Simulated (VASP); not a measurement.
# Te3Pb4Se (P4/mmm) in VASP: notebook, part 2 of 2

VASP 6.6.1.

## 3. Single point, PBE

File INCAR:

```
SYSTEM = Te3Pb4Se
PREC = Accurate
ENCUT = 520
EDIFF = 1E-7
ISMEAR = 0
SIGMA = 0.1
LREAL = .False.
LASPH = .True.
NELM = 80
ALGO = Normal
ISIF = 2
LWAVE = .False.
LCHARG = .False.
GGA = PE
NBANDS = 50
```

File KPOINTS:

```
regular mesh
0
Gamma
  4 4 2
  0 0 0
```

File POSCAR:

```
Te3Pb4Se
1.0
    4.5934501000      0.0000000000      0.0000000000
    0.0000000000      4.5934501000      0.0000000000
    0.0000000000      0.0000000000     12.9610083000
Te Pb Se
3 4 1
Direct
    0.0000000000      0.0000000000      0.0000000000
    0.5000000000      0.5000000000      0.2509240000
    0.5000000000      0.5000000000      0.7490760000
    0.0000000000      0.0000000000      0.7415820000
    0.5000000000      0.5000000000      0.0000000000
    0.0000000000      0.0000000000      0.2584180000
    0.5000000000      0.5000000000      0.5000000000
    0.0000000000      0.0000000000      0.5000000000
```

Potentials or basis: VASP PAW PBE potentials, release 64 (Te, Pb_d, Se).

Launch:

```bash
$ cat potpaw_PBE.64/Te/POTCAR potpaw_PBE.64/Pb_d/POTCAR potpaw_PBE.64/Se/POTCAR > POTCAR
$ mpirun -np 1 vasp_std > vasp.out
```

OUTCAR:

```text
SYSTEM = Te3Pb4Se
   PREC = Accurate
   ENCUT = 520
   EDIFF = 1E-7
   ISMEAR = 0
   LREAL = .False.
   LASPH = .True.
   NELM = 80
   ISIF = 2
   GGA = PE

 ion  position               nearest neighbor table
   1  0.000  0.000  0.000-   5 3.25   5 3.25   5 3.25   5 3.25   6 3.35   4 3.35
   2  0.500  0.500  0.251-   7 3.23   6 3.25   6 3.25   6 3.25   6 3.25   5 3.25
   3  0.500  0.500  0.749-   7 3.23   4 3.25   4 3.25   4 3.25   4 3.25   5 3.25
   4  0.000  0.000  0.742-   8 3.13   3 3.25   3 3.25   3 3.25   3 3.25   1 3.35
   5  0.500  0.500  0.000-   1 3.25   1 3.25   1 3.25   1 3.25   3 3.25   2 3.25
   6  0.000  0.000  0.258-   8 3.13   2 3.25   2 3.25   2 3.25   2 3.25   1 3.35
   7  0.500  0.500  0.500-   2 3.23   3 3.23   8 3.25   8 3.25   8 3.25   8 3.25
   8  0.000  0.000  0.500-   4 3.13   6 3.13   7 3.25   7 3.25   7 3.25   7 3.25

  LATTYP: Found a simple tetragonal cell.
 ALAT       =     4.5934501000
 C/A-ratio  =     2.8216281918

  Lattice vectors:

 A1 = (   4.5934501000,   0.0000000000,   0.0000000000)
 A2 = (   0.0000000000,   4.5934501000,   0.0000000000)
 A3 = (   0.0000000000,   0.0000000000,  12.9610083000)

Analysis of symmetry for initial positions (statically):
=====================================================================
 Subroutine PRICEL returns:
 Original cell was already a primitive cell.

 Routine SETGRP: Setting up the symmetry group for a
 simple tetragonal supercell.

 Subroutine GETGRP returns: Found 16 space group operations
 (whereof 16 operations were pure point group operations)
 out of a pool of 16 trial point group operations.

The static configuration has the point symmetry D_4h.

Analysis of symmetry for dynamics (positions and initial velocities):
=====================================================================
 Subroutine PRICEL returns:
 Original cell was already a primitive cell.

 Routine SETGRP: Setting up the symmetry group for a
 simple tetragonal supercell.

 Subroutine GETGRP returns: Found 16 space group operations
 (whereof 16 operations were pure point group operations)
 out of a pool of 16 trial point group operations.

The dynamic configuration has the point symmetry D_4h.

 Subroutine INISYM returns: Found 16 space group operations
 (whereof 16 operations are pure point group operations),
 and found     1 'primitive' translations

----------------------------------------------------------------------------------------

                                     Primitive cell

  volume of cell :     273.4745

  direct lattice vectors                    reciprocal lattice vectors
     4.593450100  0.000000000  0.000000000     0.217701287  0.000000000  0.000000000
     0.000000000  4.593450100  0.000000000     0.000000000  0.217701287  0.000000000
     0.000000000  0.000000000 12.961008300     0.000000000  0.000000000  0.077154491

  length of vectors
     4.593450100  4.593450100 12.961008300     0.217701287  0.217701287  0.077154491

  position of ions in fractional coordinates (direct lattice)
     0.000000000  0.000000000  0.000000000
     0.500000000  0.500000000  0.250924000
     0.500000000  0.500000000  0.749076000
     0.000000000  0.000000000  0.741582000
     0.500000000  0.500000000  0.000000000
[... 51 lines left out ...]
  0.500000  0.000000  0.500000      2.000000
  0.250000  0.250000  0.500000      4.000000
  0.500000  0.250000  0.500000      4.000000
  0.500000  0.500000  0.500000      1.000000
   k-points           NKPTS =     12   k-points in BZ     NKDIM =     12   number of bands    NBANDS=     50
   number of dos      NEDOS =    301   number of ions     NIONS =      8
   total plane-waves  NPLWV = 124416
   dimension x,y,z NGX =    36 NGY =   36 NGZ =   96
   dimension x,y,z NGXF=    72 NGYF=   72 NGZF=  192
   ions per type =               3   4   1
   NGX,Y,Z   is equivalent  to a cutoff of  13.03, 13.03, 12.31 a.u.
   NGXF,Y,Z  is equivalent  to a cutoff of  26.06, 26.06, 24.63 a.u.
 SYSTEM =  Te3Pb4Se
   PREC   = accura    normal or accurate (medium, high low for compatibility)
   ISTART =      0    job   : 0-new  1-cont  2-samecut
   ICHARG =      2    charge: 1-file 2-atom 10-const
   ISPIN  =      1    spin polarized calculation?
   LNONCOLLINEAR =      F non collinear calculations
   LSORBIT =      F    spin-orbit coupling
   LASPH  =      T    aspherical Exc in radial PAW
   ENCUT  =  520.0 eV  38.22 Ry    6.18 a.u.   8.54  8.54 24.10*2*pi/ulx,y,z
   NELM   =     80;   NELMIN=  2; NELMDL= -5     # of ELM steps
   EDIFF  = 0.1E-06   stopping-criterion for ELM
   LREAL  =      F    real-space projection
   EDIFFG = 0.1E-05   stopping-criterion for IOM
   NSW    =      0    number of steps for IOM
   IBRION =     -1    ionic relax: 0-MD 1-quasi-New 2-CG
   NFREE  =      0    steps in history (QN), initial steepest desc. (CG)
   ISIF   =      2    stress and relaxation
   ISYM   =      2    0-nonsym 1-usesym 2-fastsym
   POTIM  = 0.5000    time-step for ionic-motion
   TEBEG  =    0.0;   TEEND  =   0.0 temperature during run
   PSTRESS=    0.0 pullay stress
   NELECT =      80.0000    total number of electrons
   NUPDOWN=      -1.0000    fix difference up-down
   EMIN   =  10.00;   EMAX   =-10.00  energy-range for DOS
   EFERMI =   0.00;   METHOD = LEGACY
   ISMEAR =     0;   SIGMA  =   0.10  broadening in eV -4-tet -1-fermi 0-gaus
   EFERMI_NEDOS =   21; number of points for ismear=-14 and -15
   IALGO  =     38    algorithm
   IMIX   =      4    mixing-type and parameters
     AMIX     =   0.40;   BMIX     =  1.00
     AMIX_MAG =   1.60;   BMIX_MAG =  1.00
  volume/ion in A,a.u.               =      34.18       230.69
  Fermi-wavevector in a.u.,A,eV,Ry     =   1.086757  2.053673 16.069044  1.181041
  Thomas-Fermi vector in A             =   2.222901
   LORBIT       =      0    0 simple, 1 ext, 2 COOP (PROOUT), +10 PAW based schemes
   GGA     = PE    functional components
   LHFCALC =     F    Hartree Fock is set to
   AEXX    =    0.0000 exact exchange contribution
   IVDW    =     0    specifies the selected vdW correction
   LEPSILON=     F    determine dielectric tensor
   LRPA    =     F    only Hartree local field effects (RPA)
 non-spin polarized calculation
 Gauss-broadening in eV      SIGMA  =   0.10
  energy-cutoff  :      520.00
  volume of cell :      273.47
 maximum number of plane-waves:      7391
 NGX is ok and might be reduce to    36
   NGX = 17   NGY = 17   NGZ = 49

 number of electron      80.0000013 magnetization

 Free energy of the ion-electron system (eV)
  ---------------------------------------------------
  ext. energy  EPLUGINS =         0.00000000
  ---------------------------------------------------
  free energy    TOTEN  =       -30.59917359 eV

  energy without entropy =      -30.59912754  energy(sigma->0) =      -30.59915056

 E-fermi :   5.1228     XC(G=0):  -9.1202

 val. band max:        4.8939495886   @ k =   0.5000   0.0000   0.0000
 cond. band min:       5.3474790967   @ k =   0.5000   0.0000   0.0000
 fundamental gap:      0.4535295081
 Fermi energy:         5.1227742047

 k-point     1 :       0.0000    0.0000    0.0000
  band No.  band energies     occupation
      1     -11.9716      2.00000
      2     -11.9588      2.00000
      3     -11.9403      2.00000
      4     -11.9342      2.00000
      5     -11.9342      2.00000
      6     -11.8364      2.00000
[... 625 lines left out ...]
     49       9.8814      0.00000
     50       9.8814      0.00000

------------------------ aborting loop because EDIFF is reached ----------------------------------------

  FORCE on cell =-STRESS in cart. coord.  units (eV):
  Direction    XX          YY          ZZ          XY          YZ          ZX
  --------------------------------------------------------------------------------------
  -------------------------------------------------------------------------------------
  Total       -0.1160907     -0.1160907     -0.0918241      0.0000000      0.0000000     -0.0000000
  in kB       -0.6801289     -0.6801289     -0.5379606      0.0000000      0.0000000     -0.0000000
  external PRESSURE =      -0.6327395 kB  Pullay stress =       0.0000000 kB

 VOLUME and BASIS-vectors are now :
 -----------------------------------------------------------------------------
  energy-cutoff  :      520.00
  volume of cell :      273.47
      direct lattice vectors                 reciprocal lattice vectors
     4.593450100  0.000000000  0.000000000     0.217701287  0.000000000  0.000000000
     0.000000000  4.593450100  0.000000000     0.000000000  0.217701287  0.000000000
     0.000000000  0.000000000 12.961008300     0.000000000  0.000000000  0.077154491

 POSITION                                       TOTAL-FORCE (eV/Angst)
 -----------------------------------------------------------------------------------
      0.00000      0.00000      0.00000        -0.000000      0.000000      0.000000
      2.29673      2.29673      3.25223        -0.000000     -0.000000      0.010675
      2.29673      2.29673      9.70878        -0.000000      0.000000     -0.010675
      0.00000      0.00000      9.61165         0.000000     -0.000000      0.003394
      2.29673      2.29673      0.00000        -0.000000      0.000000      0.000000
      0.00000      0.00000      3.34936        -0.000000     -0.000000     -0.003394
      2.29673      2.29673      6.48050        -0.000000      0.000000      0.000000
      0.00000      0.00000      6.48050        -0.000000      0.000000      0.000000
 -----------------------------------------------------------------------------------
    total drift:                                0.000000      0.000000      0.000000

  FREE ENERGIE OF THE ION-ELECTRON SYSTEM (eV)
  ---------------------------------------------------
  free  energy   TOTEN  =       -30.5991735885 eV

  energy  without entropy=      -30.5991275373  energy(sigma->0) =      -30.59915056
```

It took 94 s on 1 thread of AMD EPYC 9R45 (Zen 5), shared host; peak memory 0.39 GiB.

What came out:

```
Free energy            : -30.5992 eV
Pressure               : -0.1 GPa
Largest force          : 0.011 eV/Å
Band gap on the k mesh : 0.45 eV
```

Forces in eV/Å, atoms in the order of the input:
```
Te   0.000  0.000  0.000
Te   0.000  0.000  0.011
Te   0.000  0.000 -0.011
Pb   0.000  0.000  0.003
Pb   0.000  0.000  0.000
Pb   0.000  0.000 -0.003
Pb   0.000  0.000  0.000
Se   0.000  0.000  0.000
```

Caveat: spin-orbit coupling is left out, which moves the levels of the heavy elements. A k mesh can miss the band edges.
